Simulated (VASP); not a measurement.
# P in VASP: single point with PBEsol

Aim: the single point of P with PBEsol.

Program: VASP 6.6.1. These are calculated values, not measurements. Logs are shortened: lines on timing, memory, paths and dates and some standing lists are left out, and cuts for length are marked.

### 1 The cell of the first run

The cell holds a slab with vacuum, 4 atoms: a = 3.284 Å, b = 34.875 Å, c = 4.437 Å, α = 90.00°, β = 90.00°, γ = 90.00°.

### 2 Single point, PBEsol (atom 1 (P) moved +0.125 Å towards its neighbour atom 1 (P) at 3.284 Å)

The input, INCAR:

```
SYSTEM = P
  PREC = Accurate
  ENCUT = 520
  EDIFF = 1E-6
  ISMEAR = 0
  SIGMA = 0.05
  LREAL = .False.
  LASPH = .True.
  NELM = 100
  ALGO = Normal
  ISIF = 2
  LWAVE = .False.
  LCHARG = .False.
  GGA = PS
  NBANDS = 18
```

The input, KPOINTS:

```
Automatic mesh
0
Gamma
  8 1 6
  0 0 0
```

The input, POSCAR:

```
P
1.0
    3.2843671017      0.0000000000      0.0000000000
    0.0000000000     34.8747470704      0.0000000000
    0.0000000000      0.0000000000      4.4369100789
P
4
Direct
   -0.0380590830      0.9696876236      0.5826201292
    0.0000000000      0.0303123764      0.4173798708
    0.5000000000      0.0303123764      0.0826201292
    0.5000000000      0.9696876236      0.9173798708
```

Potentials or basis: VASP PAW PBE potentials, release 64 (P).

Run with:

```
> cat potpaw_PBE.64/P/POTCAR > POTCAR
> mpirun -np 1 vasp_std > vasp.out
```

OUTCAR:

```text
SYSTEM = P
   PREC = Accurate
   ENCUT = 520
   EDIFF = 1E-6
   ISMEAR = 0
   LREAL = .False.
   LASPH = .True.
   NELM = 100
   ISIF = 2
   GGA = PS

 ion  position               nearest neighbor table
   1  0.962  0.970  0.583-   4 2.12   2 2.24   4 2.31
   2  0.000  0.030  0.417-   3 2.21   3 2.21   1 2.24
   3  0.500  0.030  0.083-   2 2.21   2 2.21   4 2.24
   4  0.500  0.970  0.917-   1 2.12   3 2.24   1 2.31

  LATTYP: Found a simple orthorhombic cell.
 ALAT       =     3.2843671017
 B/A-ratio  =     1.3509178303
 C/A-ratio  =    10.6184071361

  Lattice vectors:

 A1 = (  -3.2843671017,   0.0000000000,   0.0000000000)
 A2 = (   0.0000000000,   0.0000000000,   4.4369100789)
 A3 = (   0.0000000000,  34.8747470704,   0.0000000000)

Analysis of symmetry for initial positions (statically):
=====================================================================
 Subroutine PRICEL returns:
 Original cell was already a primitive cell.

 Routine SETGRP: Setting up the symmetry group for a
 simple orthorhombic supercell.

 Subroutine GETGRP returns: Found  1 space group operations
 (whereof  1 operations were pure point group operations)
 out of a pool of  8 trial point group operations.

The static configuration has the point symmetry C_1 .

Analysis of symmetry for dynamics (positions and initial velocities):
=====================================================================
 Subroutine PRICEL returns:
 Original cell was already a primitive cell.

 Routine SETGRP: Setting up the symmetry group for a
 simple orthorhombic supercell.

 Subroutine GETGRP returns: Found  1 space group operations
 (whereof  1 operations were pure point group operations)
 out of a pool of  8 trial point group operations.

The dynamic configuration has the point symmetry C_1 .

 Subroutine INISYM returns: Found  1 space group operations
 (whereof  1 operations are pure point group operations),
 and found     1 'primitive' translations

----------------------------------------------------------------------------------------

                                     Primitive cell

  volume of cell :     508.2102

  direct lattice vectors                    reciprocal lattice vectors
     3.284367102  0.000000000  0.000000000     0.304472664  0.000000000  0.000000000
     0.000000000 34.874747070  0.000000000     0.000000000  0.028674043  0.000000000
     0.000000000  0.000000000  4.436910079     0.000000000  0.000000000  0.225382075

  length of vectors
     3.284367102 34.874747070  4.436910079     0.304472664  0.028674043  0.225382075

  position of ions in fractional coordinates (direct lattice)
     0.961940917  0.969687624  0.582620129
     0.000000000  0.030312376  0.417379871
     0.500000000  0.030312376  0.082620129
     0.500000000  0.969687624  0.917379871

  ion indices of the primitive-cell ions
   primitive index   ion index
                 1           1
                 2           2
                 3           3
                 4           4

----------------------------------------------------------------------------------------

 KPOINTS: Automatic mesh

Automatic generation of k-mesh.
 Grid dimensions read from file:
 generate k-points for:    8    1    6

 Generating k-lattice:

  Cartesian coordinates                     Fractional coordinates (reciprocal lattice)
     0.038059083  0.000000000  0.000000000     0.125000000  0.000000000  0.000000000
     0.000000000  0.028674043  0.000000000     0.000000000  1.000000000  0.000000000
     0.000000000  0.000000000  0.037563679     0.000000000  0.000000000  0.166666667

  Length of vectors
     0.038059083  0.028674043  0.037563679

  Shift w.r.t. Gamma in fractional coordinates (k-lattice)
     0.000000000  0.000000000  0.000000000

 Subroutine IBZKPT returns following result:
 ===========================================

 Found     26 irreducible k-points:

 Following reciprocal coordinates:
            Coordinates               Weight
  0.000000  0.000000  0.000000      1.000000
  0.125000  0.000000  0.000000      2.000000
  0.250000  0.000000  0.000000      2.000000
  0.375000  0.000000  0.000000      2.000000
  0.500000  0.000000  0.000000      1.000000
  0.000000  0.000000  0.166667      2.000000
[... 16 lines left out ...]
  0.125000  0.000000  0.500000      2.000000
  0.250000  0.000000  0.500000      2.000000
 [... further k-points ...]
   k-points           NKPTS =     26   k-points in BZ     NKDIM =     26   number of bands    NBANDS=     18
   number of dos      NEDOS =    301   number of ions     NIONS =      4
   total plane-waves  NPLWV = 233280
   dimension x,y,z NGX =    24 NGY =  270 NGZ =   36
   dimension x,y,z NGXF=    48 NGYF=  540 NGZF=   72
   ions per type =               4
   NGX,Y,Z   is equivalent  to a cutoff of  12.15, 12.87, 13.49 a.u.
   NGXF,Y,Z  is equivalent  to a cutoff of  24.30, 25.74, 26.98 a.u.
 SYSTEM =  P
   PREC   = accura    normal or accurate (medium, high low for compatibility)
   ISTART =      0    job   : 0-new  1-cont  2-samecut
   ICHARG =      2    charge: 1-file 2-atom 10-const
   ISPIN  =      1    spin polarized calculation?
   LNONCOLLINEAR =      F non collinear calculations
   LSORBIT =      F    spin-orbit coupling
   LASPH  =      T    aspherical Exc in radial PAW
   ENCUT  =  520.0 eV  38.22 Ry    6.18 a.u.   6.11 64.84  8.25*2*pi/ulx,y,z
   NELM   =    100;   NELMIN=  2; NELMDL= -5     # of ELM steps
   EDIFF  = 0.1E-05   stopping-criterion for ELM
   LREAL  =      F    real-space projection
   EDIFFG = 0.1E-04   stopping-criterion for IOM
   NSW    =      0    number of steps for IOM
   IBRION =     -1    ionic relax: 0-MD 1-quasi-New 2-CG
   NFREE  =      0    steps in history (QN), initial steepest desc. (CG)
   ISIF   =      2    stress and relaxation
   ISYM   =      2    0-nonsym 1-usesym 2-fastsym
   POTIM  = 0.5000    time-step for ionic-motion
   TEBEG  =    0.0;   TEEND  =   0.0 temperature during run
   PSTRESS=    0.0 pullay stress
   NELECT =      20.0000    total number of electrons
   NUPDOWN=      -1.0000    fix difference up-down
   EMIN   =  10.00;   EMAX   =-10.00  energy-range for DOS
   EFERMI =   0.00;   METHOD = LEGACY
   ISMEAR =     0;   SIGMA  =   0.05  broadening in eV -4-tet -1-fermi 0-gaus
   EFERMI_NEDOS =   21; number of points for ismear=-14 and -15
   IALGO  =     38    algorithm
   IMIX   =      4    mixing-type and parameters
     AMIX     =   0.40;   BMIX     =  1.00
     AMIX_MAG =   1.60;   BMIX_MAG =  1.00
  volume/ion in A,a.u.               =     127.05       857.39
  Fermi-wavevector in a.u.,A,eV,Ry     =   0.556848  1.052291  4.218898  0.310080
  Thomas-Fermi vector in A             =   1.591191
   LORBIT       =      0    0 simple, 1 ext, 2 COOP (PROOUT), +10 PAW based schemes
   GGA     = PS    functional components
   LHFCALC =     F    Hartree Fock is set to
   AEXX    =    0.0000 exact exchange contribution
   IVDW    =     0    specifies the selected vdW correction
   LEPSILON=     F    determine dielectric tensor
   LRPA    =     F    only Hartree local field effects (RPA)
 non-spin polarized calculation
 Gauss-broadening in eV      SIGMA  =   0.05
  energy-cutoff  :      520.00
  volume of cell :      508.21
 maximum number of plane-waves:     13734
   NGX = 13   NGY =129   NGZ = 17

 number of electron      19.9999999 magnetization

 Free energy of the ion-electron system (eV)
  ---------------------------------------------------
  ext. energy  EPLUGINS =         0.00000000
  ---------------------------------------------------
  free energy    TOTEN  =       -22.75180876 eV

  energy without entropy =      -22.75180876  energy(sigma->0) =      -22.75180876

 E-fermi :  -3.0385     XC(G=0):  -1.8074

 val. band max:       -3.2856575283   @ k =   0.0000   0.0000   0.0000
 cond. band min:      -2.5926887729   @ k =   0.0000   0.0000   0.0000
 fundamental gap:      0.6929687554
 Fermi energy:        -3.0385265784

 k-point     1 :       0.0000    0.0000    0.0000
  band No.  band energies     occupation
      1     -18.5309      2.00000
      2     -15.8910      2.00000
      3     -12.3341      2.00000
      4      -9.1642      2.00000
      5      -8.1119      2.00000
      6      -7.8138      2.00000
[... 10 lines left out ...]
     17       1.6634      0.00000
     18       1.8151      0.00000

 k-point     2 :       0.1250    0.0000    0.0000
  band No.  band energies     occupation
      1     -18.3430      2.00000
      2     -15.6974      2.00000
      3     -12.4418      2.00000
      4      -9.0244      2.00000
      5      -8.0524      2.00000
      6      -7.9452      2.00000
[... 10 lines left out ...]
     17       1.8810      0.00000
     18       1.9893      0.00000

 k-point     3 :       0.2500    0.0000    0.0000
  band No.  band energies     occupation
      1     -17.7857      2.00000
      2     -15.1241      2.00000
      3     -13.0098      2.00000
      4      -9.3608      2.00000
      5      -8.6637      2.00000
      6      -8.5340      2.00000
[... 10 lines left out ...]
     17       2.0600      0.00000
     18       2.5328      0.00000

 k-point     4 :       0.3750    0.0000    0.0000
  band No.  band energies     occupation
      1     -16.8849      2.00000
      2     -14.4052      2.00000
      3     -13.9787      2.00000
      4     -11.1215      2.00000
      5      -8.6387      2.00000
      6      -8.1197      2.00000
[... 375 lines left out ...]
      4     -11.9225      2.00000
      5      -6.4492      2.00000
      6      -6.4349      2.00000
[... 10 lines left out ...]
     17       2.8978      0.00000
     18       2.9010      0.00000

 k-point    23 :       0.1250    0.0000    0.5000
  band No.  band energies     occupation
      1     -17.1287      2.00000
      2     -17.0910      2.00000
      3     -11.8822      2.00000
      4     -11.7939      2.00000
      5      -7.2276      2.00000
      6      -7.1851      2.00000
[... 10 lines left out ...]
     17       3.1318      0.00000
     18       3.1508      0.00000

 k-point    24 :       0.2500    0.0000    0.5000
  band No.  band energies     occupation
      1     -16.6227      2.00000
      2     -16.5490      2.00000
      3     -11.8998      2.00000
      4     -11.6376      2.00000
      5      -8.9190      2.00000
      6      -8.7808      2.00000
[... 10 lines left out ...]
     17       2.9776      0.00000
     18       3.2292      0.00000

 [... further k-points ...]
[... 5 lines left out ...]
  --------------------------------------------------------------------------------------
  -------------------------------------------------------------------------------------
  Total        0.2283523     -0.0941642      0.3145272     -0.5283857      0.0303483     -1.6284827
  in kB        0.7199008     -0.2968610      0.9915747     -1.6657823      0.0956755     -5.1339349
  external PRESSURE =       0.4715382 kB  Pullay stress =       0.0000000 kB

 VOLUME and BASIS-vectors are now :
 -----------------------------------------------------------------------------
  energy-cutoff  :      520.00
  volume of cell :      508.21
      direct lattice vectors                 reciprocal lattice vectors
     3.284367102  0.000000000  0.000000000     0.304472664  0.000000000  0.000000000
     0.000000000 34.874747070  0.000000000     0.000000000  0.028674043  0.000000000
     0.000000000  0.000000000  4.436910079     0.000000000  0.000000000  0.225382075

 POSITION                                       TOTAL-FORCE (eV/Angst)
 -----------------------------------------------------------------------------------
      3.15937     33.81761      2.58503         1.421110      0.015873     -0.239938
      0.00000      1.05714      1.85188        -0.136113     -0.024225     -0.006830
      1.64218      1.05714      0.36658        -0.113841     -0.013588      0.021202
      1.64218     33.81761      4.07033        -1.171156      0.021940      0.225567
 -----------------------------------------------------------------------------------
    total drift:                               -0.000015      0.000006     -0.000012

  FREE ENERGIE OF THE ION-ELECTRON SYSTEM (eV)
  ---------------------------------------------------
  free  energy   TOTEN  =       -22.7518087558 eV

  energy  without entropy=      -22.7518087558  energy(sigma->0) =      -22.75180876
```

Wall time 5 min (1 thread of Intel Xeon Platinum 8488C (Sapphire Rapids), shared host); peak memory 0.57 GiB.

What came out:

```
Free energy            : -22.7518 eV
Largest force          : 1.441 eV/Å
Band gap on the k mesh : 0.69 eV
```

Forces in eV/Å, atoms in the order of the input:
```
P    1.421  0.016 -0.240
P   -0.136 -0.024 -0.007
P   -0.114 -0.014  0.021
P   -1.171  0.022  0.226
```

Levels at points of the mesh, in eV from the valence-band top:
```
           k point  band 7  band 8  band 9  band 10  band 11  band 12  band 13  band 14
(0.00, 0.00, 0.00)   -3.44   -2.02   -1.60     0.00     0.69     1.40     2.59     3.65
(0.50, 0.00, 0.00)   -2.90   -2.68   -2.19    -1.97     1.18     1.23     1.70     2.11
(0.00, 0.00, 0.50)   -2.57   -2.54   -1.07    -0.99     1.88     2.08     3.41     3.53
(0.50, 0.00, 0.50)   -4.85   -4.78   -1.33    -1.31     2.17     2.58     4.05     4.35
```

Caveat: the cell differs from its parent crystal (atom 1 (P) moved +0.125 Å towards its neighbour atom 1 (P) at 3.284 Å); there is no dipole correction, which matters where the two faces differ; semilocal functionals underestimate gaps, and a narrow one can read as zero; the PAW data sets were made with another functional, which shifts forces and pressure a little.
